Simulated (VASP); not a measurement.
A run of VASP 6.6.1:

INCAR

```
  PREC = Accurate
  ENCUT = 600
  EDIFF = 1E-6
  ISMEAR = 1
  SIGMA = 0.1
  LREAL = F
  LASPH = T
  NELM = 100
  ALGO = Normal
  ISIF = 3
  LWAVE = F
  LCHARG = F
  IBRION = 2
  NSW = 80
  EDIFFG = -0.02
```

File KPOINTS:

```
Automatic mesh
0
Gamma
  9 9 9
```

Contents of POSCAR:

```
Ir
1.0
    0.0000000000      1.9156000000      1.9156000000
    1.9156000000      0.0000000000      1.9156000000
    1.9156000000      1.9156000000      0.0000000000
Ir
1
Direct
    0.0000000000      0.0000000000      0.0000000000
```

Potentials or basis: VASP PAW LDA potentials, release 64 (Ir).

Command:

```sh
$ cat potpaw_LDA.64/Ir/POTCAR > POTCAR
$ mpirun -np 1 vasp_std > vasp.out
```

Hardware: 1 thread of Intel(R) Xeon(R) Platinum 8559C (Emerald Rapids) (shared host).

Question: How long does it take, and how much memory?

Answer: It took 6.9 s on 1 thread of Intel(R) Xeon(R) Platinum 8559C (Emerald Rapids), with other jobs on the host, peak memory 0.14 GiB. Counts: scf iterations 25, k points 35, ion steps 3.
